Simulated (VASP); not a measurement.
C: single point with LDA

The system is C.

```xyz
10
Lattice="-2.4913 0.0000 0.0000 -1.2456 -2.1575 0.0000 0.6227 0.3595 10.2539" Properties=species:S:1:pos:R:3 pbc="T T T"
C     0.9961    0.5751    8.9635
C    -2.7408   -1.5824    7.4366
C    -0.2495   -0.1441    1.2898
C    -2.7408   -1.5824    4.8564
C    -0.2495   -0.1441    2.8177
C    -2.7408   -1.5824    3.3284
C    -0.2495   -0.1441    9.4776
C    -1.4951   -0.8632    6.9225
C    -1.4951   -0.8632    0.7759
C    -1.4951   -0.8632    5.3703
```

This cell differs from its parent crystal: the part above a cut slid along it.

* Program: VASP 6.6.1
* Task: single point
* Functional: LDA
* Potentials or basis: VASP PAW LDA potentials, release 64 (C_h)
* Cutoff: 1300 eV
* k mesh: 10 × 10 × 3
* Occupations: gaussian, width 0.05 eV
* Spin: no spin polarisation

| Property | Result |
| --- | --- |
| Pressure | 1.6 GPa |
| Largest force | 4.821 eV/Å |
| Band gap on the k mesh | 2.14 eV (least direct gap 4.67 eV) |

Forces on the atoms (eV/Å):
```
C    0.202  0.117  0.054
C   -0.312 -0.180 -0.173
C    0.388  0.224 -0.016
C    0.042  0.024  0.015
C    0.447  0.258  0.234
C    0.000  0.000 -0.022
C   -4.124 -2.381 -0.753
C    0.007  0.004  0.002
C    3.380  1.951  0.671
C   -0.029 -0.017 -0.012
```

Stress tensor (GPa, compression positive):
```
-3.66 -4.04 25.03
-4.04  1.01 14.45
25.03 14.45  7.37
```

Levels at points of the mesh, in eV from the valence-band top:
| k point | band 17 | band 18 | band 19 | band 20 | band 21 | band 22 | band 23 | band 24 |
| --- | --- | --- | --- | --- | --- | --- | --- | --- |
| (0.00, 0.00, 0.00) | -1.47 | -0.85 | -0.60 | 0.00 | 4.67 | 5.16 | 5.32 | 5.95 |
| (0.50, 0.00, 0.00) | -5.33 | -4.64 | -3.86 | -2.99 | 3.99 | 4.49 | 4.96 | 5.68 |
| (0.50, 0.50, 0.00) | -4.97 | -4.00 | -3.88 | -2.91 | 2.24 | 4.25 | 5.13 | 5.31 |

Run time: 7.8 min on 1 thread of Intel(R) Xeon(R) Platinum 8488C (Sapphire Rapids), with other jobs on the host, peak memory 0.5 GiB.

Caveat: the cell differs from its parent crystal (the part above a cut slid along it); the stress differs along the axes, from -4 to 7 GPa; forces of over 1 eV/Å act on the atoms, so gaps and moduli don't describe the material at rest. A k mesh can miss the band edges.
